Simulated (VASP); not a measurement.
# Cs2InAgCl6 (Fm-3m) in VASP: a series of runs, part 2 of 2

VASP 6.6.1. Earlier steps stand in the parts before.

## (3) Single point, LDA

This run uses another cell than the first one, of 31.55 Å³/atom.

INCAR reads:

```
  PREC = Accurate
  ENCUT = 500
  EDIFF = 1E-6
  ISMEAR = 0
  SIGMA = 0.01
  LREAL = False
  LASPH = True
  NELM = 120
  ALGO = Normal
  ISIF = 2
  LWAVE = False
  LCHARG = True
  LELF = True
  LVHAR = True
  NBANDS = 53
  GGA_COMPAT = False
```

KPOINTS reads:

```
Automatic mesh
0
Gamma
  4 4 4
```

POSCAR reads:

```
Cs2InAgCl6
1.0
    0.0000000000      5.4034702644      5.4034702644
    5.4034702644      0.0000000000      5.4034702644
    5.4034702644      5.4034702644      0.0000000000
Cs In Ag Cl
2 1 1 6
Direct
    0.2500000000      0.2500000000      0.2500000000
    0.7500000000      0.7500000000      0.7500000000
    0.0000000000      0.0000000000      0.0000000000
    0.5000000000      0.5000000000      0.5000000000
    0.7602100000      0.2397900000      0.2397900000
    0.2397900000      0.7602100000      0.2397900000
    0.2397900000      0.7602100000      0.7602100000
    0.7602100000      0.2397900000      0.7602100000
    0.2397900000      0.2397900000      0.7602100000
    0.7602100000      0.7602100000      0.2397900000
```

Potentials or basis: VASP PAW LDA potentials, release 64 (Cs_sv, In_d, Ag, Cl).

Command:

```
cat potpaw_LDA.64/Cs_sv/POTCAR potpaw_LDA.64/In_d/POTCAR potpaw_LDA.64/Ag/POTCAR potpaw_LDA.64/Cl/POTCAR > POTCAR
mpirun -np 1 vasp_std > vasp.out
```

OUTCAR:

```text
PREC = Accurate
   ENCUT = 500
   EDIFF = 1E-6
   ISMEAR = 0
   LREAL = False
   LASPH = True
   NELM = 120
   ISIF = 2

 ion  position               nearest neighbor table
   1  0.250  0.250  0.250-
   2  0.750  0.750  0.750-
   3  0.000  0.000  0.000-   5 2.59   6 2.59   7 2.59   8 2.59   9 2.59  10 2.59
   4  0.500  0.500  0.500-   5 2.81   6 2.81   7 2.81   8 2.81   9 2.81  10 2.81
   5  0.760  0.240  0.240-   3 2.59   4 2.81
   6  0.240  0.760  0.240-   3 2.59   4 2.81
   7  0.240  0.760  0.760-   3 2.59   4 2.81
   8  0.760  0.240  0.760-   3 2.59   4 2.81
   9  0.240  0.240  0.760-   3 2.59   4 2.81
  10  0.760  0.760  0.240-   3 2.59   4 2.81

  LATTYP: Found a face centered cubic cell.
 ALAT       =    10.8069405288

  Lattice vectors:

 A1 = (   0.0000000000,   5.4034702644,   5.4034702644)
 A2 = (   5.4034702644,   0.0000000000,   5.4034702644)
 A3 = (   5.4034702644,   5.4034702644,   0.0000000000)

Analysis of symmetry for initial positions (statically):
[... 180 lines left out ...]
  band No.  band energies     occupation
      1     -19.2419      2.00000
      2     -19.2303      2.00000
      3     -13.8365      2.00000
      4     -13.8365      2.00000
      5     -13.5059      2.00000
      6     -13.1329      2.00000
[... 437 lines left out ...]
     52       7.4819      0.00000
     53       7.7655      0.00000

------------------------ aborting loop because EDIFF is reached ----------------------------------------

  FORCE on cell =-STRESS in cart. coord.  units (eV):
  Direction    XX          YY          ZZ          XY          YZ          ZX
  --------------------------------------------------------------------------------------
  -------------------------------------------------------------------------------------
  Total       -8.7635588     -8.7635588     -8.7635588      0.0000000      0.0000000      0.0000000
  in kB      -44.4982358    -44.4982358    -44.4982358      0.0000000      0.0000000      0.0000000
  external PRESSURE =     -44.4982358 kB  Pullay stress =       0.0000000 kB

 VOLUME and BASIS-vectors are now :
 -----------------------------------------------------------------------------
  energy-cutoff  :      500.00
  volume of cell :      315.54
      direct lattice vectors                 reciprocal lattice vectors
     0.000000000  5.403470264  5.403470264    -0.092533127  0.092533127  0.092533127
     5.403470264  0.000000000  5.403470264     0.092533127 -0.092533127  0.092533127
     5.403470264  5.403470264  0.000000000     0.092533127  0.092533127 -0.092533127

 POSITION                                       TOTAL-FORCE (eV/Angst)
 -----------------------------------------------------------------------------------
      2.70174      2.70174      2.70174        -0.000000     -0.000000     -0.000000
      8.10521      8.10521      8.10521        -0.000000      0.000000     -0.000000
      0.00000      0.00000      0.00000         0.000000      0.000000     -0.000000
      5.40347      5.40347      5.40347         0.000000      0.000000     -0.000000
      2.59140      5.40347      5.40347        -0.070125      0.000000     -0.000000
      5.40347      2.59140      5.40347         0.000000     -0.070125     -0.000000
      8.21554      5.40347      5.40347         0.070125      0.000000     -0.000000
      5.40347      8.21554      5.40347         0.000000      0.070125     -0.000000
      5.40347      5.40347      2.59140         0.000000      0.000000     -0.070125
      5.40347      5.40347      8.21554         0.000000      0.000000      0.070125
 -----------------------------------------------------------------------------------
    total drift:                                0.000000      0.000000      0.000000

  FREE ENERGIE OF THE ION-ELECTRON SYSTEM (eV)
  ---------------------------------------------------
  free  energy   TOTEN  =       -35.9603463856 eV

  energy  without entropy=      -35.9603463856  energy(sigma->0) =      -35.96034639
```

stdout:

```text
POSCAR found type information on POSCAR CsInAgCl
 POSCAR found :  4 types and      10 ions
 scaLAPACK will be used
 LDA part: xc-table for (Slater(with rela. corr.)+CA(PZ))
 , standard interpolation
 POSCAR, INCAR and KPOINTS ok, starting setup
 FFT: planning ... GRIDC
 FFT: planning ... GRID_SOFT
 FFT: planning ... GRID
 WAVECAR not read
 entering main loop
```

It took 2 min on 1 thread of Intel Xeon 6975P-C (Granite Rapids), shared host; peak memory 0.4 GiB.

What came out:

* Free energy: -35.9603 eV
* Pressure: -4.4 GPa
* Largest force: 0.070 eV/Å
* Band gap on the k mesh: 0.84 eV

Forces in eV/Å, atoms in the order of the input:
```
Cs   0.000  0.000  0.000
Cs   0.000  0.000  0.000
In   0.000  0.000  0.000
Ag   0.000  0.000  0.000
Cl  -0.070  0.000  0.000
Cl   0.000 -0.070  0.000
Cl   0.070  0.000  0.000
Cl   0.000  0.070  0.000
Cl   0.000  0.000 -0.070
Cl   0.000  0.000  0.070
```

Caveat: the cell stands under tension; spin-orbit coupling is left out, which moves the levels of the heavy elements. Expect the measured gap to be larger: semilocal functionals such as LDA lack the derivative discontinuity.

## (4) Single point, LDA

This run uses another cell than the first one, of 25.82 Å³/atom.

INCAR reads:

```
ALGO = Normal
EDIFF = 1E-6
ENCUT = 500
GGA = CA
GGA_COMPAT = F
ISIF = 2
ISMEAR = 0
LASPH = T
LCHARG = T
LELF = T
LREAL = F
LVHAR = T
LWAVE = F
NBANDS = 53
NELM = 120
PREC = Accurate
SIGMA = 0.01
```

KPOINTS reads:

```
k-points
0
Gamma
  4 4 4
```

POSCAR, as its differences from that of step 3:

```diff
@@ -2,5 +2,5 @@
 1.0
-    0.0000000000      5.4034702644      5.4034702644
-    5.4034702644      0.0000000000      5.4034702644
-    5.4034702644      5.4034702644      0.0000000000
+    0.0000000000      5.0538541837      5.0538541837
+    5.0538541837      0.0000000000      5.0538541837
+    5.0538541837      5.0538541837      0.0000000000
 Cs In Ag Cl
```

Potentials or basis: VASP PAW LDA potentials, release 64 (Cs_sv, In_d, Ag, Cl).

Command:

```
cat potpaw_LDA.64/Cs_sv/POTCAR potpaw_LDA.64/In_d/POTCAR potpaw_LDA.64/Ag/POTCAR potpaw_LDA.64/Cl/POTCAR > POTCAR
mpirun -np 1 vasp_std > vasp.out
```

OUTCAR:

```text
EDIFF = 1E-6
   ENCUT = 500
   GGA = CA
   ISIF = 2
   ISMEAR = 0
   LASPH = T
   LREAL = F
   NELM = 120
   PREC = Accurate

 ion  position               nearest neighbor table
   1  0.250  0.250  0.250-
   2  0.750  0.750  0.750-
   3  0.000  0.000  0.000-   5 2.42   6 2.42   7 2.42   8 2.42   9 2.42  10 2.42
   4  0.500  0.500  0.500-   5 2.63   6 2.63   7 2.63   8 2.63   9 2.63  10 2.63
   5  0.760  0.240  0.240-   3 2.42   4 2.63
   6  0.240  0.760  0.240-   3 2.42   4 2.63
   7  0.240  0.760  0.760-   3 2.42   4 2.63
   8  0.760  0.240  0.760-   3 2.42   4 2.63
[... 649 lines left out ...]
  external PRESSURE =      21.7626991 kB  Pullay stress =       0.0000000 kB

 VOLUME and BASIS-vectors are now :
 -----------------------------------------------------------------------------
  energy-cutoff  :      500.00
  volume of cell :      258.17
      direct lattice vectors                 reciprocal lattice vectors
     0.000000000  5.053854184  5.053854184    -0.098934394  0.098934394  0.098934394
     5.053854184  0.000000000  5.053854184     0.098934394 -0.098934394  0.098934394
     5.053854184  5.053854184  0.000000000     0.098934394  0.098934394 -0.098934394

 POSITION                                       TOTAL-FORCE (eV/Angst)
 -----------------------------------------------------------------------------------
      2.52693      2.52693      2.52693         0.000000     -0.000000     -0.000000
      7.58078      7.58078      7.58078         0.000000      0.000000     -0.000000
      0.00000      0.00000      0.00000        -0.000000      0.000000     -0.000000
      5.05385      5.05385      5.05385        -0.000000      0.000000     -0.000000
      2.42373      5.05385      5.05385         0.877164      0.000000     -0.000000
      5.05385      2.42373      5.05385        -0.000000      0.877164     -0.000000
      7.68398      5.05385      5.05385        -0.877164      0.000000     -0.000000
      5.05385      7.68398      5.05385        -0.000000     -0.877164     -0.000000
      5.05385      5.05385      2.42373        -0.000000      0.000000      0.877164
      5.05385      5.05385      7.68398        -0.000000      0.000000     -0.877164
 -----------------------------------------------------------------------------------
    total drift:                                0.000000      0.000000     -0.000000

  FREE ENERGIE OF THE ION-ELECTRON SYSTEM (eV)
  ---------------------------------------------------
  free  energy   TOTEN  =       -36.5933935176 eV

  energy  without entropy=      -36.5933935176  energy(sigma->0) =      -36.59339352
```

OSZICAR:

```text
N       E                     dE             d eps       ncg     rms          rms(c)
DAV:   1     0.758233629978E+03    0.75823E+03   -0.35896E+04   848   0.145E+03
DAV:   2     0.666314417262E+02   -0.69160E+03   -0.65665E+03   962   0.333E+02
DAV:   3    -0.330646997053E+02   -0.99696E+02   -0.98462E+02   997   0.142E+02
DAV:   4    -0.378087380775E+02   -0.47440E+01   -0.47140E+01  1040   0.339E+01
DAV:   5    -0.379985629001E+02   -0.18982E+00   -0.18962E+00  1216   0.673E+00    0.133E+01
DAV:   6    -0.367152921963E+02    0.12833E+01   -0.31042E+00  1094   0.150E+01    0.884E+00
DAV:   7    -0.366055801701E+02    0.10971E+00   -0.12818E+00  1288   0.721E+00    0.359E+00
DAV:   8    -0.365943495533E+02    0.11231E-01   -0.14196E-01  1222   0.211E+00    0.723E-01
DAV:   9    -0.365934067955E+02    0.94276E-03   -0.77445E-03  1080   0.497E-01    0.269E-01
DAV:  10    -0.365933877303E+02    0.19065E-04   -0.66732E-04  1262   0.207E-01    0.931E-02
DAV:  11    -0.365933915766E+02   -0.38462E-05   -0.11798E-04  1232   0.656E-02    0.413E-02
DAV:  12    -0.365933936277E+02   -0.20512E-05   -0.15018E-05  1257   0.283E-02    0.117E-02
DAV:  13    -0.365933935176E+02    0.11017E-06   -0.19646E-06   760   0.671E-03
   1 F= -.36593394E+02 E0= -.36593394E+02  d E =-.356249E-14
```

Run time: 71 s. Hardware: 1 thread of Intel Xeon 6975P-C (Granite Rapids), shared host; peak memory 0.37 GiB.

What came out:

```
Free energy            : -36.5934 eV
Pressure               : 2.2 GPa
Largest force          : 0.877 eV/Å
Band gap on the k mesh : 1.06 eV
```

Forces in eV/Å, atoms in the order of the input:
```
Cs   0.000  0.000  0.000
Cs   0.000  0.000  0.000
In   0.000  0.000  0.000
Ag   0.000  0.000  0.000
Cl   0.877  0.000  0.000
Cl   0.000  0.877  0.000
Cl  -0.877  0.000  0.000
Cl   0.000 -0.877  0.000
Cl   0.000  0.000  0.877
Cl   0.000  0.000 -0.877
```

Caveat: spin-orbit coupling is left out, which moves the levels of the heavy elements.

## (5) Overview

```csv
cell,gap on the mesh (eV),pressure (GPa),largest force (eV/Å)
"a = 7.583 Å, angles 60.0°, 10 atoms",0.86,-4.0,0.01
"a = 7.642 Å, angles 60.0°, 10 atoms",0.84,-4.4,0.07
"a = 7.147 Å, angles 60.0°, 10 atoms",1.06,2.2,0.88
```

Alike in all rows: task single point; level LDA; potentials or basis VASP PAW LDA potentials, release 64 (Cs_sv, In_d, Ag, Cl); no spin polarisation; k mesh 4 × 4 × 4; cutoff (eV) 500; smearing gaussian 0.01 eV.

Caveats: spin-orbit coupling is left out, which moves the levels of the heavy elements; the cell stands under tension (at least some runs).

Absolute energies hang on the potentials; compare differences alone.
